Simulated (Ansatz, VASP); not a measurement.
**Co5O6: VASP beside Ansatz**

```
O Co
1.0
     2.94645    0.00000    0.00000
    -1.47323    2.55170    0.00000
     0.00000    0.00000   27.02884
O Co
6 5
Cartesian
  0.0000 1.7011 7.8411
  0.0000 0.0000 9.7721
  1.4732 0.8506 12.2674
  0.0000 1.7011 14.7614
  0.0000 0.0000 17.2568
  1.4732 0.8506 19.1878
  1.4732 0.8506 8.6522
  0.0000 1.7011 11.0692
  0.0000 0.0000 13.5144
  1.4732 0.8506 15.9597
  0.0000 1.7011 18.3766
```

Alike in both runs: functional PBEsol; k mesh 12 × 12 × 1; occupations gaussian, width 0.1 eV; collinear spin.

Ansatz relaxed the structure, and its values are those at the end. VASP's run is a single point on that final structure, the one shown.

|  | VASP | Ansatz |
| --- | --- | --- |
| version | VASP 6.6.1 | Ansatz 0.2.0 |
| potentials or method | VASP PAW PBE potentials, release 64 (O, Co), cutoff 520 eV | scalar-relativistic, plane waves, PAW |
| valence electrons in the cell | 81 | 121 |

Ansatz gave:

```
gap on the k mesh at the Fermi level (eV)                     : none
rms of the force components (eV/Å)                            : 0.001
net moment per atom (μB)                                      : 0.29
size of the moment on the site where the two differ most (μB) : 0.02
work function, face that differs most (eV)                    : 6.95
```

Q: What did VASP give for the same quantities?

A: gap on the k mesh at the Fermi level (eV): none; rms of the force components (eV/Å): 0.045; net moment per atom (μB): 0.82; size of the moment on the site where the two differ most (μB): 0.30; work function, face that differs most (eV): 7.01.

The net moments are unlike, so the other rows may belong to different states. VASP's potentials were made for PBE, not for PBEsol. Site moments also hang on the region over which each program counts them. A gap of «none» marks a metal or a gap that the smearing closes. VASP's potentials hold 81 valence electrons a cell and Ansatz's 121, so a difference there can come from the potentials and not from the codes. Ansatz's warnings: seeded moment not kept.
